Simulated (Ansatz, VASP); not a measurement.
## C: VASP beside Ansatz

The input POSCAR:

```
C
1.0
    0.0000000000     -1.7801161419     -1.7801161419
   -1.7801161419      0.0000000000     -1.7801161419
    1.7801161419      1.7801161419     -3.5602322838
C
4
Direct
    0.7281548793      0.7855859521      0.7402700021
    0.2718451207      0.2144140479      0.2597299979
    0.3466679065      0.4040989793      0.8847299774
    0.9033320935      0.8459010207      0.3652700226
```

File INCAR.step1:

```
  PREC = Accurate
  ENCUT = 910
  ISMEAR = 0
  SIGMA = 0.05
  LREAL = False
  LASPH = True
  NELM = 120
  NBANDS = 16
  GGA = PE
  ALGO = Normal
  EDIFF = 1E-5
  LWAVE = True
  LCHARG = False
  GGA_COMPAT = False
```

Contents of INCAR.step2:

```
  PREC = Accurate
  ENCUT = 910
  EDIFF = 1E-6
  ISMEAR = 0
  SIGMA = 0.05
  LREAL = False
  LASPH = True
  NELM = 120
  ALGO = Normal
  ISIF = 2
  LWAVE = False
  LCHARG = False
  METAGGA = R2SCAN
  LMIXTAU = True
  NBANDS = 16
  ISTART = 1
  GGA_COMPAT = False
```

Contents of KPOINTS:

```
Automatic mesh
0
Gamma
  12 12 10
```

Input for Ansatz:

```yaml
crystal:
  lattice:
    - [0.0, -1.7801161419, -1.7801161419]
    - [-1.7801161419, 0.0, -1.7801161419]
    - [1.7801161419, 1.7801161419, -3.5602322838]
  atoms:
    - { symbol: C, position: [0.7281548793, 0.7855859521, 0.7402700021] }
    - { symbol: C, position: [0.2718451207, 0.2144140479, 0.2597299979] }
    - { symbol: C, position: [0.3466679065, 0.4040989793, 0.8847299774] }
    - { symbol: C, position: [0.9033320935, 0.8459010207, 0.3652700226] }
basis:
  ecutwfc: 520.0
kpoints:
  mp_grid: { grid: [12, 12, 10] }
hamiltonian:
  xc: r2scan
scf:
  occupations: { method: gaussian, width: 0.05 }
output:
  forces: true
  stress: true
  eigenvalues: true
```

Change from the starting cell: mode 4 frozen in at -0.074 Å and mode 9 at -0.040 Å (largest displacements).

Alike in both runs: task single point; functional r2SCAN; k mesh 12 × 12 × 10; occupations gaussian, width 0.05 eV; no spin polarisation.

|  | VASP | Ansatz |
| --- | --- | --- |
| version | VASP 6.6.1 | Ansatz 0.2.0 |
| potentials or method | VASP PAW PBE potentials, release 64 (C_h), cutoff 910 eV | scalar-relativistic, plane waves, PAW |
| valence electrons in the cell | 16 | 16 |

```tsv
	VASP	Ansatz	Ansatz less VASP
gap on the k mesh at the Fermi level (eV)	4.12	4.12	-0.002
least direct gap on the mesh (eV)	5.67	5.67	0.000
rms of the force components (eV/Å)	1.758	1.758	-0.0001
```

VASP's potentials were made for PBE, not for r2SCAN. Atom by atom the forces differ by 0.001 eV/Å (rms over components). The functional is the same, so the differences come from potentials, cutoffs and numerics.

Noted on VASP's run: the cutoff is short for stress, so the pressure is rough.
